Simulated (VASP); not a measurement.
# ZrIn2S2 (P6/mmm) in VASP: single point with PBE

Aim: the single point of ZrIn2S2 with PBE.

Program: VASP 6.6.1. These are calculated values, not measurements. Logs are shortened: lines on timing, memory, paths and dates and some standing lists are left out, and cuts for length are marked.

## 1. The cell of the first run

The structure is hexagonal, space group P6/mmm (No. 191). Conventional cell: a = 4.083 Å, b = 4.083 Å, c = 7.650 Å, α = 90.00°, β = 90.00°, γ = 120.00°. Zr (site symmetry 6/mmm) has 6 S at 2.36 Å and 2 In at 2.66 Å within 3.1 Å. In (site symmetry 6mm) has 1 In at 2.34 Å and 1 Zr at 2.66 Å within 3.1 Å. Within 3.1 Å of S (site symmetry -6m2) lie 3 S at 2.36 Å and 3 Zr at 2.36 Å.

## 2. Single point, PBE

Input file INCAR:

```
SYSTEM = ZrIn2S2
  PREC = Accurate
  ENCUT = 520
  EDIFF = 1E-6
  ISMEAR = 0
  SIGMA = 0.1
  LREAL = .False.
  LASPH = .True.
  NELM = 60
  ALGO = Normal
  ISIF = 2
  LWAVE = .False.
  LCHARG = .True.
  GGA = PE
  LELF = .True.
  LVHAR = .True.
  NBANDS = 33
```

Input file KPOINTS:

```
Automatic mesh
0
Gamma
  6 6 2
  0 0 0
```

Input file POSCAR:

```
ZrIn2S2
1.0
    4.0831546500      0.0000000000      0.0000000000
   -2.0415773300      3.5361156600      0.0000000000
    0.0000000000      0.0000000000      7.6500830900
Zr In S
1 2 2
Direct
    0.0000000000      0.0000000000      0.5000000000
    0.0000000000      0.0000000000      0.8473535200
    0.0000000000      0.0000000000      0.1526464800
    0.3333333300      0.6666666700      0.5000000000
    0.6666666700      0.3333333300      0.5000000000
```

Potentials or basis: VASP PAW PBE potentials, release 64 (Zr_sv, In_d, S).

Started as:

```sh
$ cat potpaw_PBE.64/Zr_sv/POTCAR potpaw_PBE.64/In_d/POTCAR potpaw_PBE.64/S/POTCAR > POTCAR
$ mpirun -np 1 vasp_std > vasp.out
```

OUTCAR:

```text
SYSTEM = ZrIn2S2
   PREC = Accurate
   ENCUT = 520
   EDIFF = 1E-6
   ISMEAR = 0
   LREAL = .False.
   LASPH = .True.
   NELM = 60
   ISIF = 2
   GGA = PE

 ion  position               nearest neighbor table
   1  0.000  0.000  0.500-   4 2.36   5 2.36   5 2.36   4 2.36   5 2.36   4 2.36   2 2.66   3 2.66

   2  0.000  0.000  0.847-   3 2.34   1 2.66
   3  0.000  0.000  0.153-   2 2.34   1 2.66
   4  0.333  0.667  0.500-   5 2.36   1 2.36   5 2.36   1 2.36   1 2.36   5 2.36
   5  0.667  0.333  0.500-   4 2.36   1 2.36   4 2.36   1 2.36   1 2.36   4 2.36

  LATTYP: Found a hexagonal cell.
 ALAT       =     4.0831546500
 C/A-ratio  =     1.8735717223

  Lattice vectors:

 A1 = (   4.0831546500,   0.0000000000,   0.0000000000)
 A2 = (  -2.0415773300,   3.5361156600,   0.0000000000)
 A3 = (   0.0000000000,   0.0000000000,   7.6500830900)

Analysis of symmetry for initial positions (statically):
=====================================================================
 Subroutine PRICEL returns:
 Original cell was already a primitive cell.

 Routine SETGRP: Setting up the symmetry group for a
 hexagonal supercell.

 Subroutine GETGRP returns: Found 24 space group operations
 (whereof 24 operations were pure point group operations)
 out of a pool of 24 trial point group operations.

The static configuration has the point symmetry D_6h.

Analysis of symmetry for dynamics (positions and initial velocities):
=====================================================================
 Subroutine PRICEL returns:
 Original cell was already a primitive cell.

 Routine SETGRP: Setting up the symmetry group for a
 hexagonal supercell.

 Subroutine GETGRP returns: Found 24 space group operations
 (whereof 24 operations were pure point group operations)
 out of a pool of 24 trial point group operations.

The dynamic configuration has the point symmetry D_6h.

 Subroutine INISYM returns: Found 24 space group operations
 (whereof 24 operations are pure point group operations),
 and found     1 'primitive' translations

----------------------------------------------------------------------------------------

                                     Primitive cell

  volume of cell :     110.4558

  direct lattice vectors                    reciprocal lattice vectors
     4.083154650  0.000000000  0.000000000     0.244908676  0.141398090  0.000000000
    -2.041577330  3.536115660  0.000000000     0.000000000  0.282796180  0.000000000
[... 80 lines left out ...]
   EDIFF  = 0.1E-05   stopping-criterion for ELM
   LREAL  =      F    real-space projection
   EDIFFG = 0.1E-04   stopping-criterion for IOM
   NSW    =      0    number of steps for IOM
   IBRION =     -1    ionic relax: 0-MD 1-quasi-New 2-CG
   NFREE  =      0    steps in history (QN), initial steepest desc. (CG)
   ISIF   =      2    stress and relaxation
   ISYM   =      2    0-nonsym 1-usesym 2-fastsym
   POTIM  = 0.5000    time-step for ionic-motion
   TEBEG  =    0.0;   TEEND  =   0.0 temperature during run
   PSTRESS=    0.0 pullay stress
   NELECT =      50.0000    total number of electrons
   NUPDOWN=      -1.0000    fix difference up-down
   EMIN   =  10.00;   EMAX   =-10.00  energy-range for DOS
   EFERMI =   0.00;   METHOD = LEGACY
   ISMEAR =     0;   SIGMA  =   0.10  broadening in eV -4-tet -1-fermi 0-gaus
   EFERMI_NEDOS =   21; number of points for ismear=-14 and -15
   IALGO  =     38    algorithm
   IMIX   =      4    mixing-type and parameters
     AMIX     =   0.40;   BMIX     =  1.00
     AMIX_MAG =   1.60;   BMIX_MAG =  1.00
  volume/ion in A,a.u.               =      22.09       149.08
  Fermi-wavevector in a.u.,A,eV,Ry     =   1.257000  2.375386 21.497879  1.580050
  Thomas-Fermi vector in A             =   2.390681
   LORBIT       =      0    0 simple, 1 ext, 2 COOP (PROOUT), +10 PAW based schemes
   GGA     = PE    functional components
   LHFCALC =     F    Hartree Fock is set to
   AEXX    =    0.0000 exact exchange contribution
   IVDW    =     0    specifies the selected vdW correction
   LEPSILON=     F    determine dielectric tensor
   LRPA    =     F    only Hartree local field effects (RPA)
 non-spin polarized calculation
 Gauss-broadening in eV      SIGMA  =   0.10
  energy-cutoff  :      520.00
  volume of cell :      110.46
 maximum number of plane-waves:      3011
   NGX = 15   NGY = 15   NGZ = 29

 number of electron      50.0000015 magnetization

 Free energy of the ion-electron system (eV)
  ---------------------------------------------------
  ext. energy  EPLUGINS =         0.00000000
  ---------------------------------------------------
  free energy    TOTEN  =       -18.15029589 eV

  energy without entropy =      -18.14083149  energy(sigma->0) =      -18.14556369

 E-fermi :   7.3874     XC(G=0): -10.0721

 val. band max:        7.3746362361   @ k =   0.0000   0.0000   0.0000
 cond. band min:       7.4106772855   @ k =   0.0000   0.0000   0.5000
 fundamental gap:      0.0360410494
 Fermi energy:         7.3874328205

 k-point     1 :       0.0000    0.0000    0.0000
  band No.  band energies     occupation
      1     -40.5743      2.00000
      2     -19.0596      2.00000
      3     -19.0596      2.00000
      4     -18.9455      2.00000
      5      -9.6561      2.00000
      6      -8.6053      2.00000
[... 493 lines left out ...]
     32      11.0233      0.00000
     33      11.7329      0.00000

------------------------ aborting loop because EDIFF is reached ----------------------------------------

  FORCE on cell =-STRESS in cart. coord.  units (eV):
  Direction    XX          YY          ZZ          XY          YZ          ZX
  --------------------------------------------------------------------------------------
  -------------------------------------------------------------------------------------
  Total       24.6435753     24.6435754     25.6800082     -0.0000000     -0.0000000     -0.0000000
  in kB      357.4586865    357.4586877    372.4922975     -0.0000005     -0.0000000     -0.0000000
  external PRESSURE =     362.4698906 kB  Pullay stress =       0.0000000 kB

 VOLUME and BASIS-vectors are now :
 -----------------------------------------------------------------------------
  energy-cutoff  :      520.00
  volume of cell :      110.46
      direct lattice vectors                 reciprocal lattice vectors
     4.083154650  0.000000000  0.000000000     0.244908676  0.141398090  0.000000000
    -2.041577330  3.536115660  0.000000000     0.000000000  0.282796180  0.000000000
     0.000000000  0.000000000  7.650083090     0.000000000  0.000000000  0.130717534

 POSITION                                       TOTAL-FORCE (eV/Angst)
 -----------------------------------------------------------------------------------
      0.00000      0.00000      3.82504         0.000000     -0.000000      0.000000
      0.00000      0.00000      6.48232         0.000000     -0.000000     -2.797810
      0.00000      0.00000      1.16776         0.000000      0.000000      2.797810
     -0.00000      2.35741      3.82504        -0.000000      0.000000      0.000000
      2.04158      1.17871      3.82504         0.000000     -0.000000      0.000000
 -----------------------------------------------------------------------------------
    total drift:                               -0.000000      0.000000      0.000000

  FREE ENERGIE OF THE ION-ELECTRON SYSTEM (eV)
  ---------------------------------------------------
  free  energy   TOTEN  =       -18.1502958920 eV

  energy  without entropy=      -18.1408314886  energy(sigma->0) =      -18.14556369
```

OSZICAR:

```text
N       E                     dE             d eps       ncg     rms          rms(c)
DAV:   1     0.578966382372E+03    0.57897E+03   -0.23651E+04   924   0.180E+03
DAV:   2     0.584544742889E+02   -0.52051E+03   -0.49730E+03   956   0.485E+02
DAV:   3    -0.145250378897E+02   -0.72980E+02   -0.69254E+02  1405   0.181E+02
DAV:   4    -0.197269997131E+02   -0.52020E+01   -0.49950E+01  1376   0.404E+01
DAV:   5    -0.200409031781E+02   -0.31390E+00   -0.31316E+00  1559   0.827E+00    0.359E+01
DAV:   6    -0.182779320153E+02    0.17630E+01   -0.62412E+00  1309   0.130E+01    0.182E+01
DAV:   7    -0.181745861481E+02    0.10335E+00   -0.98185E-01  1363   0.547E+00    0.694E+00
DAV:   8    -0.181514667650E+02    0.23119E-01   -0.19005E-01  1284   0.255E+00    0.117E+00
DAV:   9    -0.181502344619E+02    0.12323E-02   -0.20974E-02  1294   0.791E-01    0.718E-01
DAV:  10    -0.181502771607E+02   -0.42699E-04   -0.32839E-03  1320   0.302E-01    0.311E-01
DAV:  11    -0.181503054056E+02   -0.28245E-04   -0.71851E-04  1213   0.167E-01    0.501E-02
DAV:  12    -0.181502973173E+02    0.80882E-05   -0.81781E-05  1344   0.572E-02    0.327E-02
DAV:  13    -0.181502954057E+02    0.19116E-05   -0.12830E-05  1231   0.220E-02    0.115E-02
DAV:  14    -0.181502958920E+02   -0.48627E-06   -0.10361E-06   757   0.667E-03
   1 F= -.18150296E+02 E0= -.18145564E+02  d E =-.946440E-02
```

It took 25 s on 1 thread of Intel Xeon 6975P-C (Granite Rapids), shared host; peak memory 0.24 GiB.

What came out:

```yaml
Free_energy: -18.1503 eV
Pressure: 36.2 GPa
Largest_force: 2.798 eV/Å
Band_gap_on_the_k_mesh: zero (band 25 reaches 7.92 eV, above the bottom of band 26 at 6.55 eV)
```

Forces on the atoms (eV/Å):
```
Zr   0.000  0.000  0.000
In   0.000  0.000 -2.798
In   0.000  0.000  2.798
S    0.000  0.000  0.000
S    0.000  0.000  0.000
```

Caveat: the k points lie up to 0.41 Å⁻¹ apart; spin-orbit coupling is left out, which moves the levels of the heavy elements; forces of over 1 eV/Å act on the atoms, so gaps and moduli don't describe the material at rest.
